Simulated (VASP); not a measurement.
The system is Si3C4.

```xyz
7
Lattice="4.6881 0.0000 0.0000 0.0000 4.6881 0.0000 0.0000 0.0000 4.6881" Properties=species:S:1:pos:R:3 pbc="T T T"
Si    0.0000    0.0000    2.3441
Si    2.3441    0.0000    0.0000
Si    0.0000    2.3441    0.0000
C     3.3787    3.3787    3.3787
C     1.3094    1.3094    3.3787
C     1.3094    3.3787    1.3094
C     3.3787    1.3094    1.3094
```

```yaml
Program: VASP 6.6.1
Task: relaxation of cell and atoms
Functional: PBE
Potentials_or_basis: VASP PAW PBE potentials, release 64 (Si, C)
Cutoff: 600 eV
k_mesh: 4 × 4 × 4
Occupations: gaussian, width 0.1 eV
Spin: no spin polarisation
```

At the start: pressure -29.8 GPa; volume 14.72 Å³/atom.

How do energy, volume and symmetry change on relaxing?

Over 11 steps the energy falls by 851.3 meV/atom and the volume is 12.32 Å³/atom (-16.3 %); space group P-43m (No. 215, to 0.05 Å).

Step by step:
```csv
step,energy change (eV),largest force (eV/Å),pressure (GPa),volume (Å³)
1,0.0000,3.9383,-29.78,103.04
2,-3.7392,0.0795,41.65,67.39
3,-4.6999,1.7880,4.97,75.95
4,-4.7018,1.6980,6.58,75.44
5,-5.3451,1.2002,6.61,78.21
6,-5.9103,0.0071,5.18,83.05
7,-5.9260,0.2762,4.69,84.16
8,-5.8568,0.2857,-7.41,90.48
9,-5.9584,0.0608,-0.10,86.38
10,-5.9584,0.0647,0.00,86.34
11,-5.9591,0.0341,0.01,86.23
```

Final structure:
```yaml
crystal:
  lattice:
    - [4.41797, 0.00000, 0.00000]
    - [0.00000, 4.41797, 0.00000]
    - [0.00000, 0.00000, 4.41797]
  atoms:
    - { symbol: Si, position: [0.00000, 0.00000, 0.50000] }
    - { symbol: Si, position: [0.50000, 0.00000, 0.00000] }
    - { symbol: Si, position: [0.00000, 0.50000, 0.00000] }
    - { symbol: C, position: [0.77372, 0.77372, 0.77372] }
    - { symbol: C, position: [0.22628, 0.22628, 0.77372] }
    - { symbol: C, position: [0.22628, 0.77372, 0.22628] }
    - { symbol: C, position: [0.77372, 0.22628, 0.22628] }
```

Caveat: the volume moved by over 15 % at a fixed basis, so the end points are rough.
